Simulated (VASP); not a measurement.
# In3P (D03 type) (Fm-3m) in VASP: electric field gradients with PBE

Aim: the electric field gradients of In3P (D03 type) with PBE.

Everything below comes from runs of VASP 6.6.1. Logs are shortened: lines on timing, memory, paths and dates and some standing lists are left out, and cuts for length are marked.

## 1. The cell of the first run

The structure is cubic, space group Fm-3m (No. 225). Conventional cell: a = 7.344 Å, b = 7.344 Å, c = 7.344 Å, α = 90.00°, β = 90.00°, γ = 90.00°. P (site symmetry m-3m) has 14 In at 3.18 to 3.67 Å within 4.2 Å. In (site symmetry m-3m) has 8 In at 3.18 Å and 6 P at 3.67 Å within 4.2 Å. In (site symmetry -43m) has 4 P at 3.18 Å and 10 In at 3.18 to 3.67 Å within 4.2 Å.

## 2. Electric field gradients, PBE

The input, INCAR:

```
SYSTEM = In3P
ALGO     = Normal         ! electronic algorithm
EDIFF    = 1E-8           ! SCF threshold, eV
ENCUT    = 520            ! plane-wave cutoff, eV
GGA      = PE             ! functional
ISIF     = 2              ! what is computed and relaxed
ISMEAR   = -1             ! smearing method
LASPH    = .True.         ! aspherical terms in the spheres
LCHARG   = .False.        ! write CHGCAR
LEFG     = .True.       
LREAL    = .False.        ! projectors in reciprocal space
LWAVE    = .False.        ! write WAVECAR
NBANDS   = 30             ! bands
NELM     = 100            ! most SCF steps
PREC     = Accurate       ! precision mode
SIGMA    = 0.03           ! smearing width, eV
```

The input, KPOINTS:

```
k-points
0
Gamma
  10 10 10
  0 0 0
```

The input, POSCAR:

```
In3P
1.0
    0.0000000000      3.6718924000      3.6718924000
    3.6718924000      0.0000000000      3.6718924000
    3.6718924000      3.6718924000      0.0000000000
P In
1 3
Direct
    0.0000000000      0.0000000000      0.0000000000
    0.5000000000      0.5000000000      0.5000000000
    0.2500000000      0.2500000000      0.2500000000
    0.7500000000      0.7500000000      0.7500000000
```

Potentials or basis: VASP PAW PBE potentials, release 64 (P, In_d).

Run with:

```console
$ cat potpaw_PBE.64/P/POTCAR potpaw_PBE.64/In_d/POTCAR > POTCAR
$ mpirun -np 1 vasp_std > vasp.out
```

OUTCAR:

```text
SYSTEM = In3P
   EDIFF = 1E-8
   ENCUT = 520
   GGA = PE
   ISIF = 2
   ISMEAR = -1
   LASPH = .True.
   LREAL = .False.
   NELM = 100
   PREC = Accurate

 ion  position               nearest neighbor table
   1  0.000  0.000  0.000-   4 3.18   4 3.18   4 3.18   3 3.18   4 3.18   3 3.18   3 3.18   3 3.18

   2  0.500  0.500  0.500-   3 3.18   3 3.18   3 3.18   3 3.18   4 3.18   4 3.18   4 3.18   4 3.18

   3  0.250  0.250  0.250-   1 3.18   1 3.18   1 3.18   1 3.18   2 3.18   2 3.18   2 3.18   2 3.18
                             4 3.67   4 3.67   4 3.67   4 3.67   4 3.67   4 3.67
   4  0.750  0.750  0.750-   2 3.18   2 3.18   2 3.18   1 3.18   2 3.18   1 3.18   1 3.18   1 3.18
                             3 3.67   3 3.67   3 3.67   3 3.67   3 3.67   3 3.67

  LATTYP: Found a face centered cubic cell.
 ALAT       =     7.3437848000

  Lattice vectors:

 A1 = (   0.0000000000,   3.6718924000,   3.6718924000)
 A2 = (   3.6718924000,   0.0000000000,   3.6718924000)
 A3 = (   3.6718924000,   3.6718924000,   0.0000000000)

Analysis of symmetry for initial positions (statically):
=====================================================================
 Subroutine PRICEL returns:
 Original cell was already a primitive cell.

 Routine SETGRP: Setting up the symmetry group for a
 face centered cubic supercell.

 Subroutine GETGRP returns: Found 48 space group operations
 (whereof 48 operations were pure point group operations)
 out of a pool of 48 trial point group operations.

The static configuration has the point symmetry O_h .

Analysis of symmetry for dynamics (positions and initial velocities):
=====================================================================
 Subroutine PRICEL returns:
 Original cell was already a primitive cell.

 Routine SETGRP: Setting up the symmetry group for a
 face centered cubic supercell.

 Subroutine GETGRP returns: Found 48 space group operations
 (whereof 48 operations were pure point group operations)
 out of a pool of 48 trial point group operations.

The dynamic configuration has the point symmetry O_h .

 Subroutine INISYM returns: Found 48 space group operations
 (whereof 48 operations are pure point group operations),
 and found     1 'primitive' translations

----------------------------------------------------------------------------------------

[... 144 lines left out ...]

 val. band max:        7.0035491906   @ k =   0.2000   0.0000   0.0000
 cond. band min:       7.0564718715   @ k =  -0.4000   0.1000   0.0000
 fundamental gap:      0.0529226809
 Fermi energy:         7.0509885973

 k-point     1 :       0.0000    0.0000    0.0000
  band No.  band energies     occupation
      1      -7.7237      2.00000
      2      -7.7237      2.00000
      3      -7.7237      2.00000
      4      -7.7171      2.00000
      5      -7.7171      2.00000
      6      -7.4755      2.00000
[... 781 lines left out ...]
     29      12.8084      0.00000
     30      13.1254      0.00000

 [... further k-points ...]

------------------------ aborting loop because EDIFF is reached ----------------------------------------

  FORCE on cell =-STRESS in cart. coord.  units (eV):
  Direction    XX          YY          ZZ          XY          YZ          ZX
  --------------------------------------------------------------------------------------
  -------------------------------------------------------------------------------------
  Total       -0.0088478     -0.0088478     -0.0088478     -0.0000000      0.0000000     -0.0000000
  in kB       -0.1431677     -0.1431677     -0.1431677     -0.0000000      0.0000000     -0.0000000
  external PRESSURE =      -0.1431677 kB  Pullay stress =       0.0000000 kB

 VOLUME and BASIS-vectors are now :
 -----------------------------------------------------------------------------
  energy-cutoff  :      520.00
  volume of cell :       99.01
      direct lattice vectors                 reciprocal lattice vectors
     0.000000000  3.671892400  3.671892400    -0.136169567  0.136169567  0.136169567
     3.671892400  0.000000000  3.671892400     0.136169567 -0.136169567  0.136169567
     3.671892400  3.671892400  0.000000000     0.136169567  0.136169567 -0.136169567

 POSITION                                       TOTAL-FORCE (eV/Angst)
 -----------------------------------------------------------------------------------
      0.00000      0.00000      0.00000        -0.000000     -0.000000      0.000000
      3.67189      3.67189      3.67189        -0.000000     -0.000000      0.000000
      1.83595      1.83595      1.83595         0.000000      0.000000      0.000000
      5.50784      5.50784      5.50784        -0.000000     -0.000000     -0.000000
 -----------------------------------------------------------------------------------
    total drift:                               -0.000000     -0.000000      0.000000

  FREE ENERGIE OF THE ION-ELECTRON SYSTEM (eV)
  ---------------------------------------------------
  free  energy   TOTEN  =       -12.1191517950 eV

  energy  without entropy=      -12.1138106338  energy(sigma->0) =      -12.11648121

 Electric field gradients (V/A^2)
---------------------------------------------------------------------
 ion       V_xx      V_yy      V_zz      V_xy      V_xz      V_yz
---------------------------------------------------------------------
   1      -0.000     0.000     0.000    -0.000    -0.000    -0.000
   2       0.000    -0.000    -0.000     0.003     0.003     0.003
   3      -0.000     0.000     0.000     0.003     0.003     0.003
   4      -0.000     0.000     0.000     0.003     0.003     0.003
---------------------------------------------------------------------

 Electric field gradients after diagonalization (V/A^2)
 (convention: |V_zz| > |V_xx| > |V_yy|)
----------------------------------------------------------------------
 ion       V_xx      V_yy      V_zz     asymmetry (V_yy - V_xx)/ V_zz
----------------------------------------------------------------------
   1       0.000     0.000    -0.001       0.000
   2      -0.003    -0.003     0.005       0.000
   3      -0.003    -0.003     0.005       0.000
   4      -0.003    -0.003     0.005       0.000
----------------------------------------------------------------------

           NMR quadrupolar parameters

 Cq : quadrupolar parameter    Cq=e*Q*V_zz/h
 eta: asymmetry parameters     (V_yy - V_xx)/ V_zz
 Q  : nuclear electric quadrupole moment in mb (millibarn)
----------------------------------------------------------------------
 ion       Cq(MHz)       eta       Q (mb)
----------------------------------------------------------------------
   1      -0.000       0.000       1.000
   2       0.000       0.000       1.000
   3       0.000       0.000       1.000
   4       0.000       0.000       1.000
----------------------------------------------------------------------
```

It took 5.2 min on 1 thread of Intel Xeon 8259CL, shared host; peak memory 0.3 GiB.

What came out:

| Item | Value |
| --- | --- |
| Free energy | -12.1192 eV |
| Pressure | 0.0 GPa |
| Band gap on the k mesh | zero (bands 22 and 23 overlap by 2.20 eV) |
| Largest electric field gradient by atom | under 0.05 V/Å² on every atom |

Levels at points of the mesh, in eV from the Fermi level:
```
           k point  band 19  band 20  band 21  band 22  band 23  band 24  band 25  band 26
(0.00, 0.00, 0.00)    -1.76    -1.76    -1.76     0.08     0.08     0.08     0.49     1.09
(0.50, 0.00, 0.00)    -2.25    -2.25    -2.25    -0.83    -0.83     0.99     2.69     3.92
(0.50, 0.50, 0.00)    -3.82    -3.81    -3.81     1.37     2.03     2.03     3.40     4.63
```

Caveat: spin-orbit coupling is left out, which moves the levels of the heavy elements.

The gap in the log of VASP goes by the Fermi energy; the results here count the filled bands.